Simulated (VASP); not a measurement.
Set up this calculation in VASP 6.6.1, as the native input.

| Quantity | Value |
| --- | --- |
| Task | single point |
| Functional | LDA |
| Potentials or basis | VASP PAW LDA potentials, release 64 (Ge_d) |
| Cutoff | 520 eV |
| k mesh | 8 × 8 × 4 |
| Occupations | fermi-dirac, width 0.05 eV |
| Spin | no spin polarisation |
| Dipole correction | no |
| Further INCAR settings | ALGO = Normal; EDIFF = 1e-06; NBANDS = 36 |

The structure of Ge lies in POSCAR:

```
Ge
1.0
    4.0501916895      0.0000000000      0.0000000000
   -2.0250958448      3.5075688934      0.0000000000
    0.0000000000      0.0000000000      6.6862218294
Ge
4
Direct
    0.3333333333      0.6666666667      0.9370987500
    0.6666666667      0.3333333333      0.4370987500
    0.3333333333      0.6666666667      0.5629012500
    0.6666666667      0.3333333333      0.0629012500
```

This isn't the form of Ge at room conditions, which is diamond.

The input as run:

INCAR

```
SYSTEM = Ge
PREC     = Accurate       ! precision mode
ENCUT    = 520            ! plane-wave cutoff, eV
EDIFF    = 1E-6           ! SCF threshold, eV
ISMEAR   = -1             ! smearing method
SIGMA    = 0.05           ! smearing width, eV
LREAL    = .FALSE.        ! projectors in reciprocal space
LASPH    = .TRUE.         ! aspherical terms in the spheres
NELM     = 80             ! most SCF steps
ALGO     = Normal         ! electronic algorithm
ISIF     = 2              ! what is computed and relaxed
LWAVE    = .FALSE.        ! write WAVECAR
LCHARG   = .TRUE.         ! write CHGCAR
LELF     = .TRUE.         ! ELF
LVHAR    = .TRUE.       
NBANDS   = 36             ! bands
```

KPOINTS

```
Automatic mesh
0
G
  8 8 4
  0 0 0
```

Potentials or basis: VASP PAW LDA potentials, release 64 (Ge_d).

The run is started by

```console
$ cat potpaw_LDA.64/Ge_d/POTCAR > POTCAR
$ mpirun -np 1 vasp_std > vasp.out
```

It gave:

The pressure is -4.0 GPa and the largest force is 0.019 eV/Å.

Caveat: the cell stands under tension.

Wall time 30 s on 1 thread of Intel(R) Xeon(R) 6975P-C (Granite Rapids), with other jobs on the host, peak memory 0.2 GiB.
